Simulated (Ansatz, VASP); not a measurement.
**PbSe in VASP and in Ansatz**

Contents of POSCAR:

```
PbSe
1.0
    0.0000000000      3.4373201948      2.4301853777
    3.4373201948      0.0000000000      2.4301853777
    3.4373201948      3.4373201948      0.0000000000
Pb Se
1 1
Direct
    0.0000000000      0.0000000000      0.0000000000
    0.5000000000      0.5000000000      0.5000000000
```

Contents of INCAR.step1:

```
PREC = Accurate ; ENCUT = 520
ISMEAR = 0 ; SIGMA = 0.05
LREAL = F ; LASPH = T
NELM = 100 ; NBANDS = 17
GGA = PE ; ALGO = Normal
EDIFF = 1E-4 ; LWAVE = T
LCHARG = F
```

INCAR.step2

```
PREC = Accurate ; ENCUT = 520
EDIFF = 1E-6 ; ISMEAR = 0
SIGMA = 0.05 ; LREAL = F
LASPH = T ; NELM = 100
ALGO = Normal ; ISIF = 2
LWAVE = F ; LCHARG = F
METAGGA = R2SCAN ; LMIXTAU = T
NBANDS = 17 ; ISTART = 1
```

File KPOINTS:

```
Automatic mesh
0
Gamma
  10 10 10
```

Input for Ansatz:

```yaml
crystal:
  lattice:
    - [0.0, 3.4373201948, 2.4301853777]
    - [3.4373201948, 0.0, 2.4301853777]
    - [3.4373201948, 3.4373201948, 0.0]
  atoms:
    - { symbol: Pb, position: [0.0, 0.0, 0.0] }
    - { symbol: Se, position: [0.5, 0.5, 0.5] }
basis:
  ecutwfc: 500
kpoints:
  mp_grid: { grid: [10, 10, 10] }
hamiltonian:
  xc: r2scan
scf:
  occupations: { method: gaussian, width: 0.05 }
output:
  forces: true
  stress: true
  eigenvalues: true
```

Alike in both runs: task single point; functional r2SCAN; k mesh 10 × 10 × 10; occupations gaussian, width 0.05 eV; no spin polarisation.

|  | VASP | Ansatz |
| --- | --- | --- |
| version | VASP 6.6.1 | Ansatz 0.2.0 |
| potentials or method | VASP PAW PBE potentials, release 64 (Pb_d, Se), cutoff 520 eV | scalar-relativistic, plane waves, PAW |
| valence electrons in the cell | 20 | 30 |

VASP gave:

| Quantity | Value |
| --- | --- |
| gap on the k mesh at the Fermi level (eV) | none |
| pressure (GPa) | 16.6 |
| traceless stress, the component that is largest in VASP (GPa) | 36.79 |

Which values does Ansatz return?

gap on the k mesh at the Fermi level (eV): none; pressure (GPa): 16.6; traceless stress, the component that is largest in VASP (GPa): 36.91.

VASP's potentials were made for PBE, not for r2SCAN. A gap of «none» marks a metal or a gap that the smearing closes. With one functional, cell and mesh, what is left measures potentials, basis and numerics. VASP's potentials hold 20 valence electrons a cell and Ansatz's 30, so a difference there can come from the potentials and not from the codes.

Neither program's run includes spin-orbit coupling.
